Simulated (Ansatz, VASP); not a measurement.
Two plane-wave programs on WI6

```
W I
1.0
     0.00000    5.75023    5.75023
     5.75023    0.00000    5.75023
     5.75023    5.75023    0.00000
W I
1 6
Direct
  0.00000 0.00000 0.00000
  0.76425 0.23575 0.23575
  0.23575 0.76425 0.76425
  0.23575 0.76425 0.23575
  0.76425 0.23575 0.76425
  0.23575 0.23575 0.76425
  0.76425 0.76425 0.23575
```

Change from the starting cell: ordered vacancies on the cation sites of rhenium trioxide (Fm-3m, No. 225).

Alike in both runs: functional PBE; k mesh 4 × 4 × 4; occupations gaussian, width 0.1 eV; no spin polarisation.

Ansatz relaxed the structure, and its values are those at the end. VASP's run is a single point on that final structure, the one shown.

```csv
,VASP,Ansatz
version,VASP 6.6.1,Ansatz 0.2.0
potentials or method,"VASP PAW PBE potentials, release 64 (W_sv, I), cutoff 520 eV","scalar-relativistic, plane waves, PAW"
valence electrons in the cell,56,116
```

|  | VASP | Ansatz | Ansatz less VASP |
| --- | --- | --- | --- |
| gap on the k mesh at the Fermi level (eV) | 0.16 | 0.16 | -0.002 |
| least direct gap on the mesh (eV) | 0.17 | 0.17 | -0.002 |
| pressure (GPa) | 0.0 | 0.0 | 0.00 |
| rms of the force components (eV/Å) | 0.008 | 0.007 | -0.0007 |

With one functional, cell and mesh, what is left measures potentials, basis and numerics. VASP's potentials hold 56 valence electrons a cell and Ansatz's 116, so a difference there can come from the potentials and not from the codes.

Spin-orbit coupling is off throughout.
